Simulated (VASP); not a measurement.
Crystal: BaTe.

```xyz
4
Lattice="4.8954 0.0000 0.0000 -2.4477 4.2395 0.0000 0.0000 0.0000 8.5841" Properties=species:S:1:pos:R:3 pbc="T T T"
Ba    0.0000    0.0000    0.0000
Ba    0.0000    0.0000    4.2920
Te    0.0000    2.8263    2.1460
Te    2.4477    1.4132    6.4381
```

Base run:

* Program: VASP 6.6.1
* Functional: PBE
* Potentials or basis: VASP PAW PBE potentials, release 64 (Ba_sv, Te)
* Cutoff: 520 eV
* k mesh: 6 × 6 × 4
* Occupations: gaussian, width 0.01 eV
* Spin: no spin polarisation

Its results: band gap on the k mesh 1.67 eV, indirect (least direct gap 1.72 eV); pressure 0.4 GPa.

**Question.** The run is repeated on the same cell with these changes: functional from PBE to r2SCAN; further incar settings from ALGO = Normal; EDIFF = 1e-06; NBANDS = 24 to ALGO = Normal; EDIFF = 1e-07; NBANDS = 24. What comes out?

**Answer.** Band gap on the k mesh 2.05 eV, indirect (least direct gap 2.10 eV); pressure 0.3 GPa.

Caveats: spin-orbit coupling is left out, which moves the levels of the heavy elements; the PAW data sets were made with another functional, which shifts forces and pressure a little (some runs).

A k mesh can miss the band edges.
